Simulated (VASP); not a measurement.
# Hf (I4/mmm) in VASP: a series of runs

The runs below take Hf through single point, with PBEsol.

Program: VASP 6.6.1. These are calculated values, not measurements. Logs are shortened: lines on timing, memory, paths and dates and some standing lists are left out, and cuts for length are marked.

### Step 1. The cell of the first run

Symmetry: I4/mmm, No. 139, tetragonal system. The conventional cell has a = 3.700 Å, b = 3.700 Å, c = 3.520 Å, α = 90.00°, β = 90.00°, γ = 90.00°. Hf (site symmetry 4/mmm) has 14 Hf at 3.15 to 3.70 Å within 4.1 Å.

### Step 2. Single point, PBEsol (strain +0.025 along x and y, -0.025 along z)

File INCAR:

```
ALGO     = Normal         # electronic algorithm
EDIFF    = 1E-6           # SCF threshold, eV
ENCUT    = 520            # plane-wave cutoff, eV
GGA      = PS             # functional
ISIF     = 2              # what is computed and relaxed
ISMEAR   = 0              # smearing method
LASPH    = T              # aspherical terms in the spheres
LCHARG   = T              # write CHGCAR
LELF     = T              # ELF
LREAL    = F              # projectors in reciprocal space
LVHAR    = T            
LWAVE    = F              # write WAVECAR
NBANDS   = 11             # bands
NELM     = 80             # most SCF steps
PREC     = Accurate       # precision mode
SIGMA    = 0.15           # smearing width, eV
```

File KPOINTS:

```
k-points
0
Gamma
  18 18 18
```

File POSCAR:

```
Hf
1.0
   -1.8501250000      1.8501250000      1.7598750000
    1.8501250000     -1.8501250000      1.7598750000
    1.8501250000      1.8501250000     -1.7598750000
Hf
1
Direct
    0.0000000000      0.0000000000      0.0000000000
```

Potentials or basis: VASP PAW PBE potentials, release 64 (Hf_pv).

Run with:

```sh
> cat potpaw_PBE.64/Hf_pv/POTCAR > POTCAR
> mpirun -np 1 vasp_std > vasp.out
```

OUTCAR:

```text
EDIFF = 1E-6
   ENCUT = 520
   GGA = PS
   ISIF = 2
   ISMEAR = 0
   LASPH = T
   LREAL = F
   NELM = 80
   PREC = Accurate

 ion  position               nearest neighbor table
   1  0.000  0.000  0.000-

  LATTYP: Found a body centered tetragonal cell.
 ALAT       =     3.7002500000
 C/A-ratio  =     0.9512195122

  Lattice vectors:

 A1 = (  -1.8501250000,   1.8501250000,   1.7598750000)
 A2 = (   1.8501250000,  -1.8501250000,   1.7598750000)
 A3 = (   1.8501250000,   1.8501250000,  -1.7598750000)

Analysis of symmetry for initial positions (statically):
=====================================================================
 Subroutine PRICEL returns:
 Original cell was already a primitive cell.

 Routine SETGRP: Setting up the symmetry group for a
 body centered tetragonal supercell.

 Subroutine GETGRP returns: Found 16 space group operations
 (whereof 16 operations were pure point group operations)
 out of a pool of 16 trial point group operations.

The static configuration has the point symmetry D_4h.

Analysis of symmetry for dynamics (positions and initial velocities):
=====================================================================
 Subroutine PRICEL returns:
 Original cell was already a primitive cell.

 Routine SETGRP: Setting up the symmetry group for a
 body centered tetragonal supercell.

 Subroutine GETGRP returns: Found 16 space group operations
 (whereof 16 operations were pure point group operations)
 out of a pool of 16 trial point group operations.

The dynamic configuration has the point symmetry D_4h.

 Subroutine INISYM returns: Found 16 space group operations
 (whereof 16 operations are pure point group operations),
 and found     1 'primitive' translations

----------------------------------------------------------------------------------------

                                     Primitive cell

  volume of cell :      24.0959

  direct lattice vectors                    reciprocal lattice vectors
    -1.850125000  1.850125000  1.759875000     0.000000000  0.270252010  0.284111087
     1.850125000 -1.850125000  1.759875000     0.270252010  0.000000000  0.284111087
     1.850125000  1.850125000 -1.759875000     0.270252010  0.270252010  0.000000000

  length of vectors
     3.153265775  3.153265775  3.153265775     0.392116384  0.392116384  0.382194058

  position of ions in fractional coordinates (direct lattice)
     0.000000000  0.000000000  0.000000000

  ion indices of the primitive-cell ions
   primitive index   ion index
                 1           1

----------------------------------------------------------------------------------------

 KPOINTS: k-points

Automatic generation of k-mesh.
 Grid dimensions read from file:
 generate k-points for:   18   18   18

 Generating k-lattice:

  Cartesian coordinates                     Fractional coordinates (reciprocal lattice)
     0.000000000  0.015014001  0.015783949     0.055555556  0.000000000 -0.000000000
     0.015014001  0.000000000  0.015783949     0.000000000  0.055555556 -0.000000000
     0.015014001  0.015014001  0.000000000     0.000000000  0.000000000  0.055555556

  Length of vectors
     0.021784244  0.021784244  0.021233003

  Shift w.r.t. Gamma in fractional coordinates (k-lattice)
     0.000000000  0.000000000  0.000000000

 Subroutine IBZKPT returns following result:
 ===========================================

 Found    480 irreducible k-points:

 Following reciprocal coordinates:
            Coordinates               Weight
  0.000000  0.000000  0.000000      1.000000
  0.055556 -0.000000  0.000000      8.000000
  0.111111 -0.000000  0.000000      8.000000
  0.166667 -0.000000  0.000000      8.000000
  0.222222  0.000000 -0.000000      8.000000
  0.277778 -0.000000  0.000000      8.000000
[... 16 lines left out ...]
 -0.277778  0.055556  0.000000     16.000000
 -0.222222  0.055556  0.000000     16.000000
 [... further k-points ...]
   k-points           NKPTS =    480   k-points in BZ     NKDIM =    480   number of bands    NBANDS=     11
   number of dos      NEDOS =    301   number of ions     NIONS =      1
   total plane-waves  NPLWV =  13824
   dimension x,y,z NGX =    24 NGY =   24 NGZ =   24
   dimension x,y,z NGXF=    48 NGYF=   48 NGZF=   48
   ions per type =               1
   NGX,Y,Z   is equivalent  to a cutoff of  12.65, 12.65, 12.65 a.u.
   NGXF,Y,Z  is equivalent  to a cutoff of  25.31, 25.31, 25.31 a.u.
 SYSTEM =  unknown system
   PREC   = accura    normal or accurate (medium, high low for compatibility)
   ISTART =      0    job   : 0-new  1-cont  2-samecut
   ICHARG =      2    charge: 1-file 2-atom 10-const
   ISPIN  =      1    spin polarized calculation?
   LNONCOLLINEAR =      F non collinear calculations
   LSORBIT =      F    spin-orbit coupling
   LASPH  =      T    aspherical Exc in radial PAW
   ENCUT  =  520.0 eV  38.22 Ry    6.18 a.u.   5.86  5.86  5.86*2*pi/ulx,y,z
   NELM   =     80;   NELMIN=  2; NELMDL= -5     # of ELM steps
   EDIFF  = 0.1E-05   stopping-criterion for ELM
   LREAL  =      F    real-space projection
   EDIFFG = 0.1E-04   stopping-criterion for IOM
   NSW    =      0    number of steps for IOM
   IBRION =     -1    ionic relax: 0-MD 1-quasi-New 2-CG
   NFREE  =      0    steps in history (QN), initial steepest desc. (CG)
   ISIF   =      2    stress and relaxation
   ISYM   =      2    0-nonsym 1-usesym 2-fastsym
   POTIM  = 0.5000    time-step for ionic-motion
   TEBEG  =    0.0;   TEEND  =   0.0 temperature during run
   PSTRESS=    0.0 pullay stress
   NELECT =      10.0000    total number of electrons
   NUPDOWN=      -1.0000    fix difference up-down
   EMIN   =  10.00;   EMAX   =-10.00  energy-range for DOS
   EFERMI =   0.00;   METHOD = LEGACY
   ISMEAR =     0;   SIGMA  =   0.15  broadening in eV -4-tet -1-fermi 0-gaus
   EFERMI_NEDOS =   21; number of points for ismear=-14 and -15
   IALGO  =     38    algorithm
   IMIX   =      4    mixing-type and parameters
     AMIX     =   0.40;   BMIX     =  1.00
     AMIX_MAG =   1.60;   BMIX_MAG =  1.00
  volume/ion in A,a.u.               =      24.10       162.61
  Fermi-wavevector in a.u.,A,eV,Ry     =   1.221125  2.307592 20.288282  1.491147
  Thomas-Fermi vector in A             =   2.356318
   LORBIT       =      0    0 simple, 1 ext, 2 COOP (PROOUT), +10 PAW based schemes
   GGA     = PS    functional components
   LHFCALC =     F    Hartree Fock is set to
   AEXX    =    0.0000 exact exchange contribution
   IVDW    =     0    specifies the selected vdW correction
   LEPSILON=     F    determine dielectric tensor
   LRPA    =     F    only Hartree local field effects (RPA)
 non-spin polarized calculation
 Gauss-broadening in eV      SIGMA  =   0.15
  energy-cutoff  :      520.00
  volume of cell :       24.10
 maximum number of plane-waves:       666
   NGX = 11   NGY = 11   NGZ = 11

 number of electron      10.0000001 magnetization

 Free energy of the ion-electron system (eV)
  ---------------------------------------------------
  ext. energy  EPLUGINS =         0.00000000
  ---------------------------------------------------
  free energy    TOTEN  =       -10.24292619 eV

  energy without entropy =      -10.21800018  energy(sigma->0) =      -10.23046318

 E-fermi :   3.9504     XC(G=0): -11.0573

 val. band max:        3.9495970253   @ k =   0.2778   0.1667   0.0000
 cond. band min:       3.9525943821   @ k =  -0.4444  -0.4444   0.0556
 fundamental gap:      0.0029973568
 Fermi energy:         3.9504363168

 k-point     1 :       0.0000    0.0000    0.0000
  band No.  band energies     occupation
      1     -26.1435      2.00000
      2     -26.1435      2.00000
      3     -26.1412      2.00000
      4      -2.8637      2.00000
      5       5.0503      0.00000
      6       5.5710      0.00000
      7       5.5710      0.00000
      8       7.5832      0.00000
      9       8.2968      0.00000
     10      16.6650      0.00000
     11      16.6650      0.00000

 k-point     2 :       0.0556   -0.0000    0.0000
  band No.  band energies     occupation
      1     -26.1627      2.00000
      2     -26.1502      2.00000
      3     -26.1427      2.00000
      4      -2.7563      2.00000
      5       5.0568      0.00000
      6       5.5364      0.00000
      7       5.5887      0.00000
      8       7.5663      0.00000
      9       8.2004      0.00000
     10      16.8647      0.00000
     11      16.8681      0.00000

 k-point     3 :       0.1111   -0.0000    0.0000
  band No.  band energies     occupation
      1     -26.2210      2.00000
      2     -26.1695      2.00000
      3     -26.1440      2.00000
      4      -2.4420      2.00000
      5       4.9532      0.00000
      6       5.4010      0.00000
      7       5.7824      0.00000
      8       7.5227      0.00000
      9       8.0253      0.00000
     10      16.8894      0.00000
     11      17.2649      0.00000

 k-point     4 :       0.1667   -0.0000    0.0000
  band No.  band energies     occupation
      1     -26.3090      2.00000
      2     -26.1988      2.00000
      3     -26.1458      2.00000
      4      -1.9448      2.00000
      5       4.6928      0.00000
      6       5.1177      0.00000
      7       6.2395      0.00000
      8       7.5090      0.00000
      9       7.9398      0.00000
     10      16.8870      0.00000
     11      17.4735      0.00000
[... 239 lines left out ...]
 k-point    22 :      -0.3333    0.0556   -0.0000
  band No.  band energies     occupation
      1     -26.5774      2.00000
      2     -26.2923      2.00000
      3     -26.1572      2.00000
      4      -0.2178      2.00000
      5       3.9028      1.34695
      6       4.2402      0.00630
      7       7.7264      0.00000
      8       8.2227      0.00000
      9       8.3712      0.00000
     10      15.5142      0.00000
     11      16.7972      0.00000

 k-point    23 :      -0.2778    0.0556    0.0000
  band No.  band energies     occupation
      1     -26.4738      2.00000
      2     -26.2533      2.00000
      3     -26.1545      2.00000
      4      -0.9117      2.00000
      5       4.1959      0.02067
      6       4.5129      0.00000
      7       7.3497      0.00000
      8       7.5751      0.00000
      9       8.1672      0.00000
     10      16.5475      0.00000
     11      16.9008      0.00000

 k-point    24 :      -0.2222    0.0556    0.0000
  band No.  band energies     occupation
      1     -26.3685      2.00000
      2     -26.2141      2.00000
      3     -26.1520      2.00000
      4      -1.5877      2.00000
      5       4.5134      0.00000
      6       4.8929      0.00000
      7       6.6785      0.00000
      8       7.3154      0.00000
      9       8.1311      0.00000
     10      16.8820      0.00000
     11      17.4078      0.00000

 [... further k-points ...]
[... 5 lines left out ...]
  --------------------------------------------------------------------------------------
  -------------------------------------------------------------------------------------
  Total       -1.5039353     -1.5039353     -1.9328301      0.0000000     -0.0000000      0.0000000
  in kB      -99.9990296    -99.9990296   -128.5169163      0.0000000     -0.0000000      0.0000000
  external PRESSURE =    -109.5049918 kB  Pullay stress =       0.0000000 kB

 VOLUME and BASIS-vectors are now :
 -----------------------------------------------------------------------------
  energy-cutoff  :      520.00
  volume of cell :       24.10
      direct lattice vectors                 reciprocal lattice vectors
    -1.850125000  1.850125000  1.759875000     0.000000000  0.270252010  0.284111087
     1.850125000 -1.850125000  1.759875000     0.270252010  0.000000000  0.284111087
     1.850125000  1.850125000 -1.759875000     0.270252010  0.270252010  0.000000000

 POSITION                                       TOTAL-FORCE (eV/Angst)
 -----------------------------------------------------------------------------------
      0.00000      0.00000      0.00000         0.000000      0.000000     -0.000000
 -----------------------------------------------------------------------------------
    total drift:                                0.000000      0.000000      0.000000

  FREE ENERGIE OF THE ION-ELECTRON SYSTEM (eV)
  ---------------------------------------------------
  free  energy   TOTEN  =       -10.2429261854 eV

  energy  without entropy=      -10.2180001839  energy(sigma->0) =      -10.23046318
```

Wall time 26 s (1 thread of Intel Xeon 6975P-C (Granite Rapids), shared host); peak memory 0.24 GiB.

Results:

```yaml
Free_energy: -10.2429 eV
Pressure: -11.0 GPa
Band_gap_on_the_k_mesh: zero (bands 5 and 6 overlap by 1.97 eV)
```

Caveat: the cell differs from its parent crystal (strain +0.025 along x and y, -0.025 along z); the cell stands under tension; the PAW data sets were made with another functional, which shifts forces and pressure a little; spin-orbit coupling is left out, which moves the levels of the heavy elements.

### Step 3. Single point, PBEsol (strain +0.000 along x and y, +0.025 along z)

File INCAR:

```
SYSTEM = Hf
PREC = Accurate
ENCUT = 520
EDIFF = 1E-6
ISMEAR = 0
SIGMA = 0.15
LREAL = .False.
LASPH = .True.
NELM = 100
ALGO = Normal
ISIF = 2
LWAVE = .False.
LCHARG = .False.
GGA = PS
NBANDS = 11
```

File KPOINTS:

```
regular mesh
0
Gamma
  18 18 18
  0 0 0
```

File POSCAR:

```
Hf
1.0
   -1.8050000000      1.8050000000      1.8501250000
    1.8050000000     -1.8050000000      1.8501250000
    1.8050000000      1.8050000000     -1.8501250000
Hf
1
Direct
    0.0000000000      0.0000000000      0.0000000000
```

Potentials or basis: VASP PAW PBE potentials, release 64 (Hf_pv).

Run with:

```sh
> cat potpaw_PBE.64/Hf_pv/POTCAR > POTCAR
> mpirun -np 1 vasp_std > vasp.out
```

OUTCAR:

```text
SYSTEM = Hf
   PREC = Accurate
   ENCUT = 520
   EDIFF = 1E-6
   ISMEAR = 0
   LREAL = .False.
   LASPH = .True.
   NELM = 100
   ISIF = 2
   GGA = PS

 ion  position               nearest neighbor table
   1  0.000  0.000  0.000-

  LATTYP: Found a body centered tetragonal cell.
 ALAT       =     3.6100000000
 C/A-ratio  =     1.0250000000

  Lattice vectors:

 A1 = (  -1.8050000000,   1.8050000000,   1.8501250000)
 A2 = (   1.8050000000,  -1.8050000000,   1.8501250000)
 A3 = (   1.8050000000,   1.8050000000,  -1.8501250000)

Analysis of symmetry for initial positions (statically):
=====================================================================
 Subroutine PRICEL returns:
 Original cell was already a primitive cell.

 Routine SETGRP: Setting up the symmetry group for a
 body centered tetragonal supercell.

 Subroutine GETGRP returns: Found 16 space group operations
 (whereof 16 operations were pure point group operations)
 out of a pool of 16 trial point group operations.

The static configuration has the point symmetry D_4h.

Analysis of symmetry for dynamics (positions and initial velocities):
[... 159 lines left out ...]
 E-fermi :   3.9385     XC(G=0): -11.0544

 val. band max:        3.9357723699   @ k =   0.3889   0.3889   0.0000
 cond. band min:       3.9397516614   @ k =  -0.1111   0.3889   0.0556
 fundamental gap:      0.0039792915
 Fermi energy:         3.9385039944

 k-point     1 :       0.0000    0.0000    0.0000
  band No.  band energies     occupation
      1     -26.1464      2.00000
      2     -26.1460      2.00000
      3     -26.1460      2.00000
      4      -2.8655      2.00000
      5       5.2978      0.00000
      6       5.2978      0.00000
      7       5.5427      0.00000
      8       7.7825      0.00000
      9       8.1180      0.00000
     10      16.6587      0.00000
     11      16.8930      0.00000
[... 309 lines left out ...]
 k-point    24 :      -0.2222    0.0556    0.0000
  band No.  band energies     occupation
      1     -26.3754      2.00000
      2     -26.2130      2.00000
      3     -26.1540      2.00000
      4      -1.5968      2.00000
      5       4.6833      0.00000
      6       4.7389      0.00000
      7       6.7103      0.00000
      8       7.2557      0.00000
      9       8.1125      0.00000
     10      16.8814      0.00000
     11      17.4344      0.00000

 [... further k-points ...]
[... 5 lines left out ...]
  --------------------------------------------------------------------------------------
  -------------------------------------------------------------------------------------
  Total       -1.7206437     -1.7206437     -1.5522362      0.0000000      0.0000000      0.0000000
  in kB     -114.3368048   -114.3368048   -103.1461264      0.0000000      0.0000000      0.0000000
  external PRESSURE =    -110.6065786 kB  Pullay stress =       0.0000000 kB

 VOLUME and BASIS-vectors are now :
 -----------------------------------------------------------------------------
  energy-cutoff  :      520.00
  volume of cell :       24.11
      direct lattice vectors                 reciprocal lattice vectors
    -1.805000000  1.805000000  1.850125000     0.000000000  0.277008310  0.270252010
     1.805000000 -1.805000000  1.850125000     0.277008310  0.000000000  0.270252010
     1.805000000  1.805000000 -1.850125000     0.277008310  0.277008310  0.000000000

 POSITION                                       TOTAL-FORCE (eV/Angst)
 -----------------------------------------------------------------------------------
      0.00000      0.00000      0.00000         0.000000     -0.000000      0.000000
 -----------------------------------------------------------------------------------
    total drift:                                0.000000      0.000000      0.000000

  FREE ENERGIE OF THE ION-ELECTRON SYSTEM (eV)
  ---------------------------------------------------
  free  energy   TOTEN  =       -10.2364888498 eV

  energy  without entropy=      -10.2118211371  energy(sigma->0) =      -10.22415499
```

OSZICAR:

```text
N       E                     dE             d eps       ncg     rms          rms(c)
DAV:   1     0.118690395325E+02    0.11869E+02   -0.56790E+03 10568   0.831E+02
DAV:   2    -0.101970925481E+02   -0.22066E+02   -0.21340E+02 13284   0.152E+02
DAV:   3    -0.106718614736E+02   -0.47477E+00   -0.46831E+00 13241   0.151E+01
DAV:   4    -0.106740986088E+02   -0.22371E-02   -0.22360E-02 11951   0.122E+00
DAV:   5    -0.106741126300E+02   -0.14021E-04   -0.14021E-04 13227   0.866E-02    0.439E+01
DAV:   6    -0.103421583522E+02    0.33195E+00   -0.28709E-01 11793   0.376E+00    0.250E+01
DAV:   7    -0.102408204803E+02    0.10134E+00   -0.35455E-01 12156   0.404E+00    0.108E+00
DAV:   8    -0.102364983111E+02    0.43222E-02   -0.23909E-02 11721   0.109E+00    0.123E-01
DAV:   9    -0.102364854061E+02    0.12905E-04   -0.34831E-04 13325   0.163E-01    0.513E-02
DAV:  10    -0.102364892634E+02   -0.38573E-05   -0.21239E-05 12832   0.343E-02    0.288E-02
DAV:  11    -0.102364888498E+02    0.41363E-06   -0.31446E-06 12582   0.130E-02
   1 F= -.10236489E+02 E0= -.10224155E+02  d E =-.246677E-01
```

stdout:

```text
POSCAR found type information on POSCAR Hf
 POSCAR found :  1 types and       1 ions
 scaLAPACK will be used
 -----------------------------------------------------------------------------
|                                                                             |
|                                                                             |
|     You enforced a specific xc type in the INCAR file but a different       |
|     I HOPE YOU KNOW WHAT YOU ARE DOING!                                     |
|                                                                             |
 -----------------------------------------------------------------------------

 LDA part: xc-table for (Slater+PW92), standard interpolation
 POSCAR, INCAR and KPOINTS ok, starting setup
 FFT: planning ... GRIDC
 FFT: planning ... GRID_SOFT
 FFT: planning ... GRID
 WAVECAR not read
 entering main loop
```

It took 25 s on 1 thread of Intel Xeon 6975P-C (Granite Rapids), shared host; peak memory 0.24 GiB.

What came out:

- Free energy: -10.2365 eV
- Pressure: -11.1 GPa
- Band gap on the k mesh: zero (bands 5 and 6 overlap by 2.03 eV)

Stress tensor (GPa, compression positive):
```
-11.43   0.00   0.00
  0.00 -11.43   0.00
  0.00   0.00 -10.31
```

Caveat: the cell differs from its parent crystal (strain +0.000 along x and y, +0.025 along z); the cell stands under tension; the PAW data sets were made with another functional, which shifts forces and pressure a little; spin-orbit coupling is left out, which moves the levels of the heavy elements.

(Continued in part 2 of 2.)
